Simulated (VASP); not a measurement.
A run of VASP 6.6.1:

INCAR

```
SYSTEM = CsPbCl3
PREC = Accurate
ENCUT = 520
EDIFF = 1E-6
ISMEAR = 0
SIGMA = 0.05
LREAL = .False.
LASPH = .True.
NELM = 100
ALGO = Normal
ISIF = 2
LWAVE = .False.
LCHARG = .False.
GGA = PS
NBANDS = 30
```

The input KPOINTS:

```
regular mesh
0
Gamma
  6 6 6
  0 0 0
```

Contents of POSCAR:

```
CsPbCl3
1.0
    4.4201911669      2.0358640199      3.2437951379
   -4.4201911669      2.0358640199      3.2437951379
    0.0000000000     -4.0717280397      3.2437951379
Cs Pb Cl
1 1 3
Direct
    0.5000000000      0.5000000000      0.5000000000
    0.0000000000      0.0000000000      0.0000000000
    0.5000000000      0.0001652038      0.9998347962
    0.0001652038      0.9998347962      0.5000000000
    0.9998347962      0.5000000000      0.0001652038
```

Potentials or basis: VASP PAW PBE potentials, release 64 (Cs_sv, Pb_d, Cl).

The run is started by

```bash
$ cat potpaw_PBE.64/Cs_sv/POTCAR potpaw_PBE.64/Pb_d/POTCAR potpaw_PBE.64/Cl/POTCAR > POTCAR
$ mpirun -np 1 vasp_std > vasp.out
```

Hardware: 1 thread of Intel(R) Xeon(R) Platinum 8488C (Sapphire Rapids) (shared host).

Problem. How long does it take, and how much memory?

Solution. Run time: 4.1 min on 1 thread of Intel(R) Xeon(R) Platinum 8488C (Sapphire Rapids), with other jobs on the host, peak memory 0.51 GiB. Counts: scf iterations 14, k points 68.
